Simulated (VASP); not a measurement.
# Cu (Fm-3m) in VASP: settings compared

Aim: see how the results for Cu move with the level of theory and the settings. Levels: LDA, PBE. Tasks: single point.

All numbers are computed with VASP 6.6.1; they aren't measurements. Logs are shortened: lines on timing, memory, paths and dates and some standing lists are left out, and cuts for length are marked.

## Step 1: The cell of the first run

It takes space group Fm-3m (No. 225, cubic). Conventional cell: a = 3.518 Å, b = 3.518 Å, c = 3.518 Å, α = 90.00°, β = 90.00°, γ = 90.00°. Cu (site symmetry m-3m) has 12 Cu at 2.49 Å within 3.3 Å.

## Step 2: Single point, LDA

Contents of INCAR:

```
SYSTEM = Cu
  ALGO = Normal
  EDIFF = 1E-7
  ENCUT = 520
  GGA = CA
  ISIF = 2
  ISMEAR = 1
  LASPH = .True.
  LCHARG = .False.
  LREAL = .False.
  LWAVE = .False.
  NBANDS = 12
  NELM = 100
  PREC = Accurate
  SIGMA = 0.1
```

Contents of KPOINTS:

```
k-points
0
Gamma
  39 39 39
  0 0 0
```

Contents of POSCAR:

```
Cu
1.0
    0.0000000000      1.7589818850      1.7589818850
    1.7589818850      0.0000000000      1.7589818850
    1.7589818850      1.7589818850      0.0000000000
Cu
1
Direct
    0.0000000000      0.0000000000      0.0000000000
```

Potentials or basis: VASP PAW LDA potentials, release 64 (Cu).

The run is started by

```
$ cat potpaw_LDA.64/Cu/POTCAR > POTCAR
$ mpirun -np 1 vasp_std > vasp.out
```

OUTCAR:

```text
SYSTEM = Cu
   EDIFF = 1E-7
   ENCUT = 520
   GGA = CA
   ISIF = 2
   ISMEAR = 1
   LASPH = .True.
   LREAL = .False.
   NELM = 100
   PREC = Accurate

 ion  position               nearest neighbor table
   1  0.000  0.000  0.000-

  LATTYP: Found a face centered cubic cell.
 ALAT       =     3.5179637700

  Lattice vectors:

 A1 = (   0.0000000000,   1.7589818850,   1.7589818850)
 A2 = (   1.7589818850,   0.0000000000,   1.7589818850)
 A3 = (   1.7589818850,   1.7589818850,   0.0000000000)

Analysis of symmetry for initial positions (statically):
=====================================================================
 Subroutine PRICEL returns:
 Original cell was already a primitive cell.

 Routine SETGRP: Setting up the symmetry group for a
 face centered cubic supercell.

 Subroutine GETGRP returns: Found 48 space group operations
 (whereof 48 operations were pure point group operations)
 out of a pool of 48 trial point group operations.

The static configuration has the point symmetry O_h .

Analysis of symmetry for dynamics (positions and initial velocities):
=====================================================================
 Subroutine PRICEL returns:
 Original cell was already a primitive cell.

 Routine SETGRP: Setting up the symmetry group for a
 face centered cubic supercell.

 Subroutine GETGRP returns: Found 48 space group operations
 (whereof 48 operations were pure point group operations)
 out of a pool of 48 trial point group operations.

The dynamic configuration has the point symmetry O_h .

 Subroutine INISYM returns: Found 48 space group operations
 (whereof 48 operations are pure point group operations),
 and found     1 'primitive' translations

----------------------------------------------------------------------------------------

                                     Primitive cell

  volume of cell :      10.8846

  direct lattice vectors                    reciprocal lattice vectors
     0.000000000  1.758981885  1.758981885    -0.284255344  0.284255344  0.284255344
     1.758981885  0.000000000  1.758981885     0.284255344 -0.284255344  0.284255344
     1.758981885  1.758981885  0.000000000     0.284255344  0.284255344 -0.284255344

  length of vectors
     2.487576038  2.487576038  2.487576038     0.492344697  0.492344697  0.492344697

  position of ions in fractional coordinates (direct lattice)
     0.000000000  0.000000000  0.000000000

  ion indices of the primitive-cell ions
[... 80 lines left out ...]
   ISIF   =      2    stress and relaxation
   ISYM   =      2    0-nonsym 1-usesym 2-fastsym
   POTIM  = 0.5000    time-step for ionic-motion
   TEBEG  =    0.0;   TEEND  =   0.0 temperature during run
   PSTRESS=    0.0 pullay stress
   NELECT =      11.0000    total number of electrons
   NUPDOWN=      -1.0000    fix difference up-down
   EMIN   =  10.00;   EMAX   =-10.00  energy-range for DOS
   EFERMI =   0.00;   METHOD = LEGACY
   ISMEAR =     1;   SIGMA  =   0.10  broadening in eV -4-tet -1-fermi 0-gaus
   EFERMI_NEDOS =   21; number of points for ismear=-14 and -15
   IALGO  =     38    algorithm
   IMIX   =      4    mixing-type and parameters
     AMIX     =   0.40;   BMIX     =  1.00
     AMIX_MAG =   1.60;   BMIX_MAG =  1.00
  volume/ion in A,a.u.               =      10.88        73.45
  Fermi-wavevector in a.u.,A,eV,Ry     =   1.642862  3.104559 36.722054  2.698995
  Thomas-Fermi vector in A             =   2.733093
   LORBIT       =      0    0 simple, 1 ext, 2 COOP (PROOUT), +10 PAW based schemes
   GGA     = CA    functional components
   LHFCALC =     F    Hartree Fock is set to
   AEXX    =    0.0000 exact exchange contribution
   IVDW    =     0    specifies the selected vdW correction
   LEPSILON=     F    determine dielectric tensor
   LRPA    =     F    only Hartree local field effects (RPA)
 non-spin polarized calculation
 Methfessel and Paxton  Order N= 1 SIGMA  =   0.10
  energy-cutoff  :      520.00
  volume of cell :       10.88
 maximum number of plane-waves:       306
   NGX =  9   NGY =  9   NGZ =  9

 number of electron      10.9999998 magnetization

 Free energy of the ion-electron system (eV)
  ---------------------------------------------------
  ext. energy  EPLUGINS =         0.00000000
  ---------------------------------------------------
  free energy    TOTEN  =        -4.70747501 eV

  energy without entropy =       -4.70745402  energy(sigma->0) =       -4.70746801

 E-fermi :   8.4205     XC(G=0): -13.5865

 val. band max:        8.4140548060   @ k =   0.4615   0.2308   0.0000
 cond. band min:       8.4245018029   @ k =   0.4615   0.3590   0.0256
 fundamental gap:      0.0104469969
 Fermi energy:         8.4204592203

 k-point     1 :       0.0000    0.0000    0.0000
  band No.  band energies     occupation
      1      -1.5800      2.00000
      2       5.0711      2.00000
      3       5.0711      2.00000
      4       5.0711      2.00000
      5       6.0215      2.00000
      6       6.0215      2.00000
      7      31.7310      0.00000
      8      34.8542      0.00000
      9      34.8542      0.00000
     10      34.8542      0.00000
     11      37.4728      0.00000
     12      37.4728      0.00000
[... 331 lines left out ...]
 k-point    24 :       0.1026    0.0256    0.0000
  band No.  band energies     occupation
      1      -1.2179      2.00000
      2       4.9855      2.00000
      3       5.1416      2.00000
      4       5.1459      2.00000
      5       5.9675      2.00000
      6       6.0230      2.00000
      7      29.6938      0.00000
      8      32.5354      0.00000
      9      33.2951      0.00000
     10      34.7259      0.00000
     11      38.0159      0.00000
     12      39.3327      0.00000

 [... further k-points ...]

------------------------ aborting loop because EDIFF is reached ----------------------------------------

  FORCE on cell =-STRESS in cart. coord.  units (eV):
  Direction    XX          YY          ZZ          XY          YZ          ZX
  --------------------------------------------------------------------------------------
  -------------------------------------------------------------------------------------
  Total        0.0619495      0.0619495      0.0619495      0.0000000      0.0000000      0.0000000
  in kB        9.1187236      9.1187236      9.1187236      0.0000000      0.0000000      0.0000000
  external PRESSURE =       9.1187236 kB  Pullay stress =       0.0000000 kB

 VOLUME and BASIS-vectors are now :
 -----------------------------------------------------------------------------
  energy-cutoff  :      520.00
  volume of cell :       10.88
      direct lattice vectors                 reciprocal lattice vectors
     0.000000000  1.758981885  1.758981885    -0.284255344  0.284255344  0.284255344
     1.758981885  0.000000000  1.758981885     0.284255344 -0.284255344  0.284255344
     1.758981885  1.758981885  0.000000000     0.284255344  0.284255344 -0.284255344

 POSITION                                       TOTAL-FORCE (eV/Angst)
 -----------------------------------------------------------------------------------
      0.00000      0.00000      0.00000         0.000000      0.000000      0.000000
 -----------------------------------------------------------------------------------
    total drift:                               -0.000000     -0.000000     -0.000000

  FREE ENERGIE OF THE ION-ELECTRON SYSTEM (eV)
  ---------------------------------------------------
  free  energy   TOTEN  =        -4.7074750051 eV

  energy  without entropy=       -4.7074540236  energy(sigma->0) =       -4.70746801
```

It took 5.5 min on 1 thread of AMD EPYC, shared host; peak memory 0.26 GiB.

Results:

```
Free energy            : -4.7075 eV
Pressure               : 0.9 GPa
Band gap on the k mesh : zero (an odd number of electrons rules out a gap without spin polarisation)
```

Levels at points of the mesh, in eV from the Fermi level:
```tsv
k point	band 4	band 5	band 6	band 7	band 8	band 9
(0.00, 0.00, 0.00)	-3.35	-2.40	-2.40	23.31	26.43	26.43
```

## Step 3: Single point, PBE

This run uses another cell than the first one, of 11.95 Å³/atom.

Contents of INCAR:

```
  ALGO = Normal
  EDIFF = 1E-6
  ENCUT = 520
  GGA = PE
  ISIF = 2
  ISMEAR = 1
  LASPH = True
  LCHARG = False
  LREAL = False
  LWAVE = False
  NBANDS = 12
  NELM = 100
  PREC = Accurate
  SIGMA = 0.1
```

Contents of KPOINTS:

```
k-points
0
Gamma
  38 38 38
```

Contents of POSCAR:

```
Cu
1.0
    0.0000000000      1.8144205480      1.8144205480
    1.8144205480      0.0000000000      1.8144205480
    1.8144205480      1.8144205480      0.0000000000
Cu
1
Direct
    0.0000000000      0.0000000000      0.0000000000
```

Potentials or basis: VASP PAW PBE potentials, release 64 (Cu).

The run is started by

```
$ cat potpaw_PBE.64/Cu/POTCAR > POTCAR
$ mpirun -np 1 vasp_std > vasp.out
```

Run time: 5 min. Hardware: 1 thread of AMD EPYC, shared host; peak memory 0.26 GiB.

The run converged. Its results:

- Free energy: -3.7275 eV
- Pressure: 0.6 GPa
- Band gap on the k mesh: zero (an odd number of electrons rules out a gap without spin polarisation)

Levels at points of the mesh, in eV from the Fermi level:
```csv
k point,band 2,band 3,band 4,band 5,band 6,band 7,band 8,band 9,band 10,band 11
"(0.00, 0.00, 0.00)",-3.02,-3.02,-3.02,-2.22,-2.22,22.47,25.03,25.03,25.03,27.51
"(0.50, 0.00, 0.00)",-3.06,-3.06,-1.66,-1.66,-1.00,3.67,20.97,21.86,21.86,24.88
"(0.50, 0.50, 0.00)",-4.39,-1.68,-1.52,-1.52,1.48,7.00,12.96,12.96,17.43,20.04
```
